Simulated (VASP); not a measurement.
# BeS (F-43m) in VASP: further runs, part 2 of 2

VASP 6.6.1.

### Step 4. Elastic constants, LDA

This run uses another cell than the first one, of 12.98 Å³/atom.

Contents of INCAR:

```
SYSTEM = BeS
PREC = Accurate ; ENCUT = 600
EDIFF = 1E-8 ; ISMEAR = 0
SIGMA = 0.01 ; LREAL = .FALSE.
LASPH = .TRUE. ; NELM = 60
ALGO = Normal ; ISIF = 3
LWAVE = .FALSE. ; LCHARG = .FALSE.
IBRION = 6 ; NFREE = 2
POTIM = 0.015 ; NSW = 1
```

Contents of KPOINTS:

```
Automatic mesh
0
G
  10 10 10
  0 0 0
```

Contents of POSCAR:

```
BeS
1.0
    0.0000000000      2.3498735774      2.3498735774
    2.3498735774      0.0000000000      2.3498735774
    2.3498735774      2.3498735774      0.0000000000
Be S
1 1
Direct
    0.0000000000      0.0000000000      0.0000000000
    0.7500000000      0.7500000000      0.7500000000
```

Potentials or basis: VASP PAW LDA potentials, release 64 (Be, S).

Started as:

```
$ cat potpaw_LDA.64/Be/POTCAR potpaw_LDA.64/S/POTCAR > POTCAR
$ mpirun -np 1 vasp_std > vasp.out
```

OUTCAR:

```text
SYSTEM = BeS
   PREC = Accurate
   ENCUT = 600
   EDIFF = 1E-8
   ISMEAR = 0
   LREAL = .FALSE.
   LASPH = .TRUE.
   NELM = 60
   ISIF = 3
   IBRION = 6
   NFREE = 2
   POTIM = 0.015
   NSW = 1

 ion  position               nearest neighbor table
   1  0.000  0.000  0.000-   2 2.04   2 2.04   2 2.04   2 2.04
   2  0.750  0.750  0.750-   1 2.04   1 2.04   1 2.04   1 2.04

  LATTYP: Found a face centered cubic cell.
 ALAT       =     4.6997471548

  Lattice vectors:

 A1 = (   0.0000000000,   2.3498735774,   2.3498735774)
 A2 = (   2.3498735774,   0.0000000000,   2.3498735774)
 A3 = (   2.3498735774,   2.3498735774,   0.0000000000)

Analysis of symmetry for initial positions (statically):
=====================================================================
 Subroutine PRICEL returns:
 Original cell was already a primitive cell.

 Routine SETGRP: Setting up the symmetry group for a
 face centered cubic supercell.

 Subroutine GETGRP returns: Found 24 space group operations
 (whereof 24 operations were pure point group operations)
 out of a pool of 48 trial point group operations.

The static configuration has the point symmetry T_d .

Analysis of symmetry for dynamics (positions and initial velocities):
[... 630 lines left out ...]
  -------------------------------------------------------------------------------------
  Total        1.1434154      1.1460874      1.1460874      0.0000000     -0.1085317      0.0000000
  in kB       70.5912936     70.7562509     70.7562509      0.0000000     -6.7004441      0.0000000
  external PRESSURE =      70.7012651 kB  Pullay stress =       0.0000000 kB
[... 17 lines left out ...]
  FREE ENERGIE OF THE ION-ELECTRON SYSTEM (eV)
  ---------------------------------------------------
  free  energy   TOTEN  =       -11.1069445136 eV

  energy  without entropy=      -11.1069445136  energy(sigma->0) =      -11.10694451

 INTERNAL STRAIN TENSORS FROM STRAINED CELLS
 ============================================

 INTERNAL STRAIN TENSOR FOR ION    1 for displacements in x,y,z  (eV/Angst):
          X           Y           Z          XY          YZ          ZX
  --------------------------------------------------------------------------------
  x    -0.00000     0.00000     0.00000     0.00000    -7.23087     0.00000
  y    -0.00000    -0.00000     0.00000     0.00000     0.00000    -7.23069
  z    -0.00000     0.00000     0.00000    -7.22981     0.00000     0.00000

 INTERNAL STRAIN TENSORS FROM DISPLACED ATOMS
 ============================================

 INTERNAL STRAIN TENSOR FOR ION    1 for displacements in x,y,z  (eV/Angst):
          X           Y           Z          XY          YZ          ZX
  --------------------------------------------------------------------------------
  x     0.00000     0.00000     0.00000     0.00000    -7.22640     0.00000
  y     0.00000     0.00000     0.00000     0.00000     0.00000    -7.22640
  z     0.00000     0.00000     0.00000    -7.22640     0.00000     0.00000

 INTERNAL STRAIN TENSOR FOR ION    2 for displacements in x,y,z  (eV/Angst):
          X           Y           Z          XY          YZ          ZX
  --------------------------------------------------------------------------------
  x     0.00000     0.00000     0.00000     0.00000     7.23235     0.00000
  y    -0.00000     0.00000    -0.00000     0.00000     0.00000     7.23235
  z     0.00000     0.00000     0.00000     7.23235     0.00000     0.00000

 Eigenvectors and eigenvalues of the dynamical matrix
 ----------------------------------------------------

   1 f  =   19.265271 THz   121.047267 2PiTHz  642.620263 cm-1    79.674722 meV
             X         Y         Z           dx          dy          dz
      0.000000  0.000000  0.000000    -0.883508    0.000000    0.000000
      3.524810  3.524810  3.524810     0.468416    0.000000    0.000000
[... 21 lines left out ...]
   6 f/i=    0.000168 THz     0.001054 2PiTHz    0.005596 cm-1     0.000694 meV
             X         Y         Z           dx          dy          dz
      0.000000  0.000000  0.000000     0.000000    0.371690    0.285061
      3.524810  3.524810  3.524810     0.000000    0.701068    0.537671

--------------------------------------------------------------------------------------------------------

 ELASTIC MODULI CONTR FROM IONIC RELAXATION (kBar)
 Direction    XX          YY          ZZ          XY          YZ          ZX
 --------------------------------------------------------------------------------
 XX          -0.0000     -0.0000     -0.0000     -0.0000      0.0000      0.0000
 YY          -0.0000     -0.0000     -0.0000     -0.0000     -0.0000     -0.0000
 ZZ          -0.0000     -0.0000     -0.0000     -0.0000     -0.0000      0.0000
 XY          -0.0000     -0.0000     -0.0000   -301.9957      0.0000      0.0000
 YZ           0.0000     -0.0000     -0.0000      0.0000   -301.9957      0.0000
 ZX           0.0000     -0.0000      0.0000      0.0000      0.0000   -301.9957
 --------------------------------------------------------------------------------

 TOTAL ELASTIC MODULI (kBar)
 Direction    XX          YY          ZZ          XY          YZ          ZX
 --------------------------------------------------------------------------------
 XX        1894.1002    864.3005    864.3005      0.0000      0.0000      0.0000
 YY         864.3005   1894.1002    864.3005     -0.0000      0.0000     -0.0000
 ZZ         864.3005    864.3005   1894.1002     -0.0000     -0.0000     -0.0000
 XY           0.0000     -0.0000     -0.0000    950.5113      0.0000      0.0000
 YZ           0.0000      0.0000     -0.0000      0.0000    950.5113     -0.0000
 ZX           0.0000     -0.0000     -0.0000      0.0000     -0.0000    950.5113
 --------------------------------------------------------------------------------
```

OSZICAR:

```text
N       E                     dE             d eps       ncg     rms          rms(c)
DAV:   1     0.218854215387E+02    0.21885E+02   -0.44290E+03   760   0.989E+02
[... 181 lines left out ...]
DAV:   2    -0.111071565541E+02   -0.16742E-02   -0.20303E-02  3904   0.133E+00    0.114E-01
DAV:   3    -0.111069656457E+02    0.19091E-03   -0.43245E-04  3632   0.148E-01    0.551E-02
DAV:   4    -0.111069475608E+02    0.18085E-04   -0.13913E-04  3808   0.837E-02    0.160E-02
DAV:   5    -0.111069447183E+02    0.28425E-05   -0.27194E-05  3256   0.396E-02    0.114E-02
DAV:   6    -0.111069445045E+02    0.21385E-06   -0.19745E-06  3120   0.125E-02    0.532E-03
DAV:   7    -0.111069445182E+02   -0.13753E-07   -0.13612E-07  3568   0.345E-03    0.183E-03
DAV:   8    -0.111069445136E+02    0.46375E-08   -0.89302E-09  1936   0.693E-04
  17 F= -.11106945E+02 E0= -.11106945E+02  d E =-.723308E-46
```

stdout:

```text
POSCAR found type information on POSCAR BeS
 POSCAR found :  2 types and       2 ions
 scaLAPACK will be used
 LDA part: xc-table for (Slater(with rela. corr.)+CA(PZ))
 , standard interpolation
 POSCAR, INCAR and KPOINTS ok, starting setup
 FFT: planning ... GRIDC
 FFT: planning ... GRID_SOFT
 FFT: planning ... GRID
 WAVECAR not read
 entering main loop
 Found     2 degrees of freedom:
 Adding 6 more for cell shape distortion
 Finite differences POTIM= 0.01500 DOF=   8
 bond charge predicted
 Finite differences progress:
 bond charge predicted
 Finite differences progress:
 bond charge predicted
 Finite differences progress:
 bond charge predicted
 Finite differences progress:
 bond charge predicted
 Finite differences progress:
 bond charge predicted
 Finite differences progress:
 bond charge predicted
 Finite differences progress:
 bond charge predicted
 Finite differences progress:
 bond charge predicted
 Finite differences progress:
 bond charge predicted
 Finite differences progress:
 bond charge predicted
 Finite differences progress:
 bond charge predicted
 Finite differences progress:
 bond charge predicted
 Finite differences progress:
 bond charge predicted
 Finite differences progress:
 bond charge predicted
 Finite differences progress:
 bond charge predicted
 Finite differences progress:
```

It took 5.5 min on 1 thread of Intel Xeon Platinum 8488C (Sapphire Rapids), shared host; peak memory 0.27 GiB.

Results:

```yaml
Elastic_constants_C11_C12_C44: 189, 86, 95 GPa
Voigt_bulk_modulus: 121 GPa
Highest_phonon_frequency_at_Γ_LO-TO_splitting_left_out: 643 cm⁻¹
```

Phonon frequencies in cm⁻¹ (negative: imaginary):
```
              q point        frequencies
(0.000, 0.000, 0.000)  0 0 0 643 643 643
```

Elastic tensor in Voigt notation (GPa, in the Cartesian axes of the cell as first typed):
```
189  86  86   0   0   0
 86 189  86   0   0   0
 86  86 189   0   0   0
  0   0   0  95   0   0
  0   0   0   0  95   0
  0   0   0   0   0  95
```

Clamped-ion elastic tensor (GPa):
```
189  86  86   0   0   0
 86 189  86   0   0   0
 86  86 189   0   0   0
  0   0   0 125   0   0
  0   0   0   0 125   0
  0   0   0   0   0 125
```

Caveat: the cell is under stress, which shifts elastic constants.

### Step 5. Elastic constants, LDA

This run uses another cell than the first one, of 13.30 Å³/atom.

Contents of INCAR:

```
PREC = Accurate
ENCUT = 600
EDIFF = 1E-8
ISMEAR = 0
SIGMA = 0.01
LREAL = False
LASPH = True
NELM = 80
ALGO = Normal
ISIF = 3
LWAVE = False
LCHARG = True
GGA = CA
NBANDS = 11
IBRION = 6
NFREE = 2
POTIM = 0.015
NSW = 1
```

Contents of KPOINTS:

```
regular mesh
0
Gamma
  10 10 10
```

Contents of POSCAR:

```
BeS
1.0
    0.0000000000      2.3691327154      2.3691327154
    2.3691327154      0.0000000000      2.3691327154
    2.3691327154      2.3691327154      0.0000000000
Be S
1 1
Direct
    0.0000000000      0.0000000000      0.0000000000
    0.7500000000      0.7500000000      0.7500000000
```

Started as:

```
$ cat potpaw_LDA.64/Be/POTCAR potpaw_LDA.64/S/POTCAR > POTCAR
$ mpirun -np 1 vasp_std > vasp.out
```

Wall time 7.2 min (1 thread of Intel Xeon Platinum 8488C (Sapphire Rapids), shared host); peak memory 0.28 GiB.

The run converged. Its results:

```yaml
Elastic_constants_C11_C12_C44: 181, 79, 92 GPa
Voigt_bulk_modulus: 113 GPa
Highest_phonon_frequency_at_Γ_LO-TO_splitting_left_out: 621 cm⁻¹
```

Phonon frequencies in cm⁻¹ (negative: imaginary):
```csv
q point,frequencies
"(0.000, 0.000, 0.000)",0 0 0 621 621 621
```

Elastic tensor in Voigt notation (GPa, in the Cartesian axes of the cell as first typed):
```
181  79  79   0   0   0
 79 181  79   0   0   0
 79  79 181   0   0   0
  0   0   0  92   0   0
  0   0   0   0  92   0
  0   0   0   0   0  92
```

Clamped-ion elastic tensor (GPa):
```
181  79  79   0   0   0
 79 181  79   0   0   0
 79  79 181   0   0   0
  0   0   0 116   0   0
  0   0   0   0 116   0
  0   0   0   0   0 116
```

Caveat: the cell is under stress, which shifts elastic constants.

### Step 6. Elastic constants, LDA

This run uses another cell than the first one, of 13.53 Å³/atom.

Contents of INCAR:

```
SYSTEM = BeS
PREC = Accurate
ENCUT = 600
EDIFF = 1E-8
ISMEAR = 0
SIGMA = 0.01
LREAL = .FALSE.
LASPH = .TRUE.
NELM = 60
ALGO = Normal
ISIF = 3
LWAVE = .FALSE.
LCHARG = .FALSE.
GGA = CA
IBRION = 6
NFREE = 2
POTIM = 0.015
NSW = 1
```

Contents of KPOINTS:

```
regular mesh
0
G
  10 10 10
  0 0 0
```

Contents of POSCAR:

```
BeS
1.0
    0.0000000000      2.3829385577      2.3829385577
    2.3829385577      0.0000000000      2.3829385577
    2.3829385577      2.3829385577      0.0000000000
Be S
1 1
Direct
    0.0000000000      0.0000000000      0.0000000000
    0.7500000000      0.7500000000      0.7500000000
```

Potentials or basis: VASP PAW LDA potentials, release 64 (Be, S).

Started as:

```
$ cat potpaw_LDA.64/Be/POTCAR potpaw_LDA.64/S/POTCAR > POTCAR
$ mpirun -np 1 vasp_std > vasp.out
```

Wall time 5.8 min (1 thread of Intel Xeon Platinum 8488C (Sapphire Rapids), shared host); peak memory 0.28 GiB.

The run converged. Its results:

- Elastic constants C11, C12, C44: 175, 74, 90 GPa
- Voigt bulk modulus: 108 GPa
- Highest phonon frequency at Γ, LO-TO splitting left out: 606 cm⁻¹

Phonon frequencies in cm⁻¹ (negative: imaginary):
| q point | frequencies |
| --- | --- |
| (0.000, 0.000, 0.000) | 0 0 0 606 606 606 |

Elastic tensor in Voigt notation (GPa, in the Cartesian axes of the cell as first typed):
```
175  74  74   0   0   0
 74 175  74   0   0   0
 74  74 175   0   0   0
  0   0   0  90   0   0
  0   0   0   0  90   0
  0   0   0   0   0  90
```

Clamped-ion elastic tensor (GPa):
```
175  74  74   0   0   0
 74 175  74   0   0   0
 74  74 175   0   0   0
  0   0   0 110   0   0
  0   0   0   0 110   0
  0   0   0   0   0 110
```

Caveat: the cell is under stress, which shifts elastic constants.
